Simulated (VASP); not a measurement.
# CuI (F-43m) in VASP: further runs

The runs below take CuI through relaxation of cell and atoms, single point, with r2SCAN, PBE.

All numbers are computed with VASP 6.6.1; they aren't measurements. Logs are shortened: lines on timing, memory, paths and dates and some standing lists are left out, and cuts for length are marked.

## Step 1: The cell of the first run

The structure is cubic, space group F-43m (No. 216). The conventional cell has a = 6.081 Å, b = 6.081 Å, c = 6.081 Å, α = 90.00°, β = 90.00°, γ = 90.00°. Within 3.5 Å of Cu (site symmetry -43m) lie 4 I at 2.63 Å. Within 3.5 Å of I (site symmetry -43m) lie 4 Cu at 2.63 Å.

## Step 2: Relaxation of cell and atoms, r2SCAN

Input file POSCAR:

```
CuI
1.0
    0.0000000000      3.0404536539      3.0404536539
    3.0404536539      0.0000000000      3.0404536539
    3.0404536539      3.0404536539      0.0000000000
Cu I
1 1
Direct
    0.0000000000      0.0000000000      0.0000000000
    0.2500000000      0.2500000000      0.2500000000
```

Input file INCAR.step1:

```
SYSTEM = CuI
PREC     = Accurate       ! precision mode
ENCUT    = 600            ! plane-wave cutoff, eV
ISMEAR   = -1             ! smearing method
SIGMA    = 0.02           ! smearing width, eV
LREAL    = .FALSE.        ! projectors in reciprocal space
LASPH    = .TRUE.         ! aspherical terms in the spheres
NELM     = 60             ! most SCF steps
GGA      = PE             ! functional
ALGO     = Normal         ! electronic algorithm
EDIFF    = 1E-4           ! SCF threshold, eV
LWAVE    = .TRUE.         ! write WAVECAR
LCHARG   = .FALSE.        ! write CHGCAR
```

Input file INCAR.step2:

```
SYSTEM = CuI
PREC     = Accurate       ! precision mode
ENCUT    = 600            ! plane-wave cutoff, eV
EDIFF    = 1E-6           ! SCF threshold, eV
ISMEAR   = -1             ! smearing method
SIGMA    = 0.02           ! smearing width, eV
LREAL    = .FALSE.        ! projectors in reciprocal space
LASPH    = .TRUE.         ! aspherical terms in the spheres
NELM     = 60             ! most SCF steps
ALGO     = Normal         ! electronic algorithm
ISIF     = 3              ! what is computed and relaxed
LWAVE    = .FALSE.        ! write WAVECAR
LCHARG   = .FALSE.        ! write CHGCAR
METAGGA  = R2SCAN         ! meta-GGA
LMIXTAU  = .TRUE.       
IBRION   = 2              ! ionic algorithm
NSW      = 80             ! ionic steps
EDIFFG   = -0.005         ! ionic threshold
ISTART   = 1
```

Input file KPOINTS:

```
Automatic mesh
0
G
  6 6 6
  0 0 0
```

Potentials or basis: VASP PAW PBE potentials, release 64 (Cu, I).

Run with:

```
cat potpaw_PBE.64/Cu/POTCAR potpaw_PBE.64/I/POTCAR > POTCAR
cp INCAR.step1 INCAR
mpirun -np 1 vasp_std > vasp.out
cp INCAR.step2 INCAR
mpirun -np 1 vasp_std > vasp.out
```

OUTCAR:

```text
SYSTEM = CuI
   PREC = Accurate
   ENCUT = 600
   EDIFF = 1E-6
   ISMEAR = -1
   LREAL = .FALSE.
   LASPH = .TRUE.
   NELM = 60
   ISIF = 3
   METAGGA = R2SCAN
   IBRION = 2
   NSW = 80
   EDIFFG = -0.005
   ISTART = 1

 ion  position               nearest neighbor table
   1  0.000  0.000  0.000-   2 2.63   2 2.63   2 2.63   2 2.63
   2  0.250  0.250  0.250-   1 2.63   1 2.63   1 2.63   1 2.63

  LATTYP: Found a face centered cubic cell.
 ALAT       =     6.0809073078

  Lattice vectors:

 A1 = (   0.0000000000,   3.0404536539,   3.0404536539)
 A2 = (   3.0404536539,   0.0000000000,   3.0404536539)
 A3 = (   3.0404536539,   3.0404536539,   0.0000000000)

Analysis of symmetry for initial positions (statically):
=====================================================================
 Subroutine PRICEL returns:
 Original cell was already a primitive cell.

 Routine SETGRP: Setting up the symmetry group for a
 face centered cubic supercell.

 Subroutine GETGRP returns: Found 24 space group operations
 (whereof 24 operations were pure point group operations)
 out of a pool of 48 trial point group operations.

The static configuration has the point symmetry T_d .

Analysis of symmetry for dynamics (positions and initial velocities):
=====================================================================
 Subroutine PRICEL returns:
 Original cell was already a primitive cell.

 Routine SETGRP: Setting up the symmetry group for a
 face centered cubic supercell.

 Subroutine GETGRP returns: Found 24 space group operations
 (whereof 24 operations were pure point group operations)
 out of a pool of 48 trial point group operations.

The dynamic configuration has the point symmetry T_d .

 Subroutine INISYM returns: Found 24 space group operations
 (whereof 24 operations are pure point group operations),
 and found     1 'primitive' translations

----------------------------------------------------------------------------------------

                                     Primitive cell

  volume of cell :      56.2141

  direct lattice vectors                    reciprocal lattice vectors
     0.000000000  3.040453654  3.040453654    -0.164449144  0.164449144  0.164449144
[... 140 lines left out ...]
  energy-cutoff  :      600.00
  volume of cell :       56.21
      direct lattice vectors                 reciprocal lattice vectors
     0.000000000  3.040453654  3.040453654    -0.164449144  0.164449144  0.164449144
     3.040453654  0.000000000  3.040453654     0.164449144 -0.164449144  0.164449144
     3.040453654  3.040453654  0.000000000     0.164449144  0.164449144 -0.164449144

 POSITION                                       TOTAL-FORCE (eV/Angst)
 -----------------------------------------------------------------------------------
      0.00000      0.00000      0.00000         0.000000      0.000000      0.000000
      1.52023      1.52023      1.52023        -0.000000     -0.000000     -0.000000
 -----------------------------------------------------------------------------------
    total drift:                                0.000012      0.000012      0.000012

  FREE ENERGIE OF THE ION-ELECTRON SYSTEM (eV)
  ---------------------------------------------------
  free  energy   TOTEN  =       -35.7894570826 eV

  energy  without entropy=      -35.7894570825  energy(sigma->0) =      -35.78945708

--------------------------------------- Ionic step        2  -------------------------------------------

 number of electron      17.9999997 magnetization

 Free energy of the ion-electron system (eV)
  ---------------------------------------------------
  ext. energy  EPLUGINS =         0.00000000
  ---------------------------------------------------
  free energy    TOTEN  =       -35.79551213 eV

  energy without entropy =      -35.79551213  energy(sigma->0) =      -35.79551213

 E-fermi :   4.9353     XC(G=0):  -9.5589

 val. band max:        4.5031353433   @ k =   0.0000   0.0000   0.0000
 cond. band min:       6.1830892729   @ k =   0.0000   0.0000   0.0000
 fundamental gap:      1.6799539296
 Fermi energy:         4.9352886656

 k-point     1 :       0.0000    0.0000    0.0000
  band No.  band energies     occupation
      1     -10.1435      2.00000
      2       0.6004      2.00000
      3       0.6004      2.00000
      4       0.6004      2.00000
      5       2.5750      2.00000
      6       2.5750      2.00000
      7       4.5031      2.00000
      8       4.5031      2.00000
      9       4.5031      2.00000
     10       6.1831      0.00000
     11       9.7201      0.00000
     12       9.7201      0.00000
     13       9.7201      0.00000
[... 226 lines left out ...]
  band No.  band energies     occupation
      1      -9.3165      2.00000
      2      -1.0953      2.00000
      3      -0.0787      2.00000
      4       0.3974      2.00000
      5       2.5122      2.00000
      6       2.5214      2.00000
      7       2.6679      2.00000
      8       2.8513      2.00000
      9       3.1450      2.00000
     10       8.5868      0.00000
     11       8.7835      0.00000
     12      12.1038      0.00000
     13      12.1142      0.00000

------------------------ aborting loop because EDIFF is reached ----------------------------------------

  FORCE on cell =-STRESS in cart. coord.  units (eV):
  Direction    XX          YY          ZZ          XY          YZ          ZX
  --------------------------------------------------------------------------------------
  -------------------------------------------------------------------------------------
  Total        0.0071109      0.0071109      0.0071109      0.0000000      0.0000000      0.0000000
  in kB        0.2090631      0.2090631      0.2090631      0.0000000      0.0000000      0.0000000
  external PRESSURE =       0.2090631 kB  Pullay stress =       0.0000000 kB

 VOLUME and BASIS-vectors are now :
 -----------------------------------------------------------------------------
  energy-cutoff  :      600.00
  volume of cell :       54.50
      direct lattice vectors                 reciprocal lattice vectors
    -0.000000000  3.009140871  3.009140871    -0.166160383  0.166160383  0.166160383
     3.009140871 -0.000000000  3.009140871     0.166160383 -0.166160383  0.166160383
     3.009140871  3.009140871  0.000000000     0.166160383  0.166160383 -0.166160383

 POSITION                                       TOTAL-FORCE (eV/Angst)
 -----------------------------------------------------------------------------------
      0.00000      0.00000      0.00000        -0.000000      0.000000      0.000000
      1.50457      1.50457      1.50457         0.000000     -0.000000     -0.000000
 -----------------------------------------------------------------------------------
    total drift:                                0.000009      0.000009      0.000009

  FREE ENERGIE OF THE ION-ELECTRON SYSTEM (eV)
  ---------------------------------------------------
  free  energy   TOTEN  =       -35.7955121262 eV

  energy  without entropy=      -35.7955121262  energy(sigma->0) =      -35.79551213

 reached required accuracy - stopping structural energy minimisation
```

It took 53 s on 1 thread of Intel Xeon 6975P-C (Granite Rapids), shared host; peak memory 0.23 GiB.

Results:

- Free energy: -35.7955 eV
- Relaxed volume: 27.25 Å³/atom
- Relaxed cell: a = 4.256 Å, b = 4.256 Å, c = 4.256 Å, α = 60.00°, β = 60.00°, γ = 60.00°
- Space group after relaxing (to 0.1 Å): F-43m (No. 216)
- Energy gained by relaxing: 3.0 meV/atom
- Ionic steps: 2
- Pressure after relaxing: 0.0 GPa
- Band gap on the k mesh: 1.68 eV

The path:
```
step  energy change (eV)  largest force (eV/Å)  pressure (GPa)  volume (Å³)
   1              0.0000                0.0000           -1.22        56.21
   2             -0.0061                0.0000            0.02        54.50
```

Final structure:
```cif
data_structure
_symmetry_space_group_name_H-M 'P 1'
_symmetry_Int_Tables_number 1
_cell_length_a 4.2556
_cell_length_b 4.2556
_cell_length_c 4.2556
_cell_angle_alpha 60.000
_cell_angle_beta 60.000
_cell_angle_gamma 60.000
_cell_volume 54.50
loop_
_atom_site_label
_atom_site_type_symbol
_atom_site_fract_x
_atom_site_fract_y
_atom_site_fract_z
_atom_site_occupancy
Cu1 Cu 0.00000 0.00000 0.00000 1
I1 I 0.25000 0.25000 0.25000 1
```

Levels at points of the mesh, in eV from the valence-band top:
```tsv
k point	band 7	band 8	band 9	band 10	band 11	band 12
(0.00, 0.00, 0.00)	0.00	0.00	0.00	1.68	5.22	5.22
(0.50, 0.00, 0.00)	-1.86	-0.75	-0.75	2.57	5.73	5.73
(0.50, 0.50, 0.00)	-1.83	-1.58	-1.58	2.90	3.17	9.96
```

Caveat: the PAW data sets were made with another functional, which shifts forces and pressure a little; spin-orbit coupling is left out, which moves the levels of the heavy elements.

## Step 3: Single point, PBE, non-collinear spin, zero start, spin-orbit coupling

This run uses another cell than the first one, of 27.33 Å³/atom.

Input file INCAR:

```
PREC = Accurate
ENCUT = 520
EDIFF = 1E-6
ISMEAR = -1
SIGMA = 0.02
LREAL = F
LASPH = T
NELM = 150
ALGO = Normal
ISIF = 2
LWAVE = F
LCHARG = F
MAGMOM = 0 0 0 0 0 0
LORBIT = 11
LSORBIT = T
GGA_COMPAT = F
LORBMOM = T
LMAXMIX = 4
GGA = PE
NBANDS = 30
```

Input file KPOINTS:

```
regular mesh
0
Gamma
  8 8 8
```

Input file POSCAR:

```
CuI
1.0
    0.0000000000      3.0120290779      3.0120290779
    3.0120290779      0.0000000000      3.0120290779
    3.0120290779      3.0120290779      0.0000000000
Cu I
1 1
Direct
    0.0000000000      0.0000000000      0.0000000000
    0.2500000000      0.2500000000      0.2500000000
```

Potentials or basis: VASP PAW PBE potentials, release 64 (Cu, I).

Run with:

```
cat potpaw_PBE.64/Cu/POTCAR potpaw_PBE.64/I/POTCAR > POTCAR
mpirun -np 1 vasp_ncl > vasp.out
```

It took 57 s on 1 thread of Intel Xeon 6975P-C (Granite Rapids), shared host; peak memory 0.36 GiB.

It converged, with:

| Item | Value |
| --- | --- |
| Free energy | -5.6868 eV |
| Pressure | 1.6 GPa |
| Net moment | 0.00 μB per cell |
| Valence electrons inside the program's atomic spheres | Cu 9.94; I 4.31 |

Moments on the atoms (μB; x, y, z):
```
Cu  0.00 0.00 0.00
I   0.00 0.00 0.00
```
